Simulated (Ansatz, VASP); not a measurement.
## One calculation of C, two programs

The input POSCAR:

```
C
1.0
    0.0000000000      1.7801241426      1.7801241426
    1.7801241426      0.0000000000      1.7801241426
    1.7801241426      1.7801241426      0.0000000000
C
2
Direct
    0.0000000000      0.0000000000      0.0000000000
    0.2500000000      0.2500000000      0.2500000000
```

Contents of INCAR.step1:

```
ALGO = Normal
EDIFF = 1E-4
ENCUT = 520
GGA = PE
ISMEAR = 0
LASPH = T
LCHARG = F
LREAL = F
LWAVE = T
NBANDS = 11
NELM = 60
PREC = Accurate
SIGMA = 0.01
```

File INCAR.step2:

```
ALGO = Normal
EDIFF = 1E-6
ENCUT = 520
ISIF = 2
ISMEAR = 0
ISTART = 1
LASPH = T
LCHARG = F
LMIXTAU = T
LREAL = F
LWAVE = F
METAGGA = R2SCAN
NBANDS = 11
NELM = 60
PREC = Accurate
SIGMA = 0.01
```

File KPOINTS:

```
k-points
0
Gamma
  12 12 12
```

Input for Ansatz:

```yaml
crystal:
  lattice:
    - [0.0, 1.7801241426, 1.7801241426]
    - [1.7801241426, 0.0, 1.7801241426]
    - [1.7801241426, 1.7801241426, 0.0]
  atoms:
    - { symbol: C, position: [0.0, 0.0, 0.0] }
    - { symbol: C, position: [0.25, 0.25, 0.25] }
kpoints:
  mp_grid: { grid: [12, 12, 12] }
  band_path:
    path:
      - [0.0, 0.0, 0.0]
      - [0.5, 0.0, 0.5]
      - [0.625, 0.25, 0.625]
      - [0.375, 0.375, 0.75]
      - [0.5, 0.5, 0.5]
      - [0.5, 0.25, 0.75]
      - [0.0, 0.363281, 0.363281]
    npoints: 1
hamiltonian:
  xc: r2scan
scf:
  occupations: { method: fixed }
  n_extra_bands: 4
output:
  forces: true
  stress: true
  eigenvalues: true
```

Alike in both runs: task single point; functional r2SCAN; k mesh 12 × 12 × 12; no spin polarisation.

```csv
,VASP,Ansatz
version,VASP 6.6.1,Ansatz 0.2.0
potentials or method,"VASP PAW PBE potentials, release 64 (C)","plane waves, PAW"
plane-wave cutoff (eV),520,500
occupations,"gaussian, width 0.01 eV",fixed
valence electrons in the cell,8,8
```

Ansatz gave:

- gap on the k mesh at the Fermi level (eV): 4.39
- pressure (GPa): 0.0

Task: What did VASP give for the same quantities?

Result: gap on the k mesh at the Fermi level (eV): 4.36; pressure (GPa): 1.1.

VASP's potentials were made for PBE, not for r2SCAN.
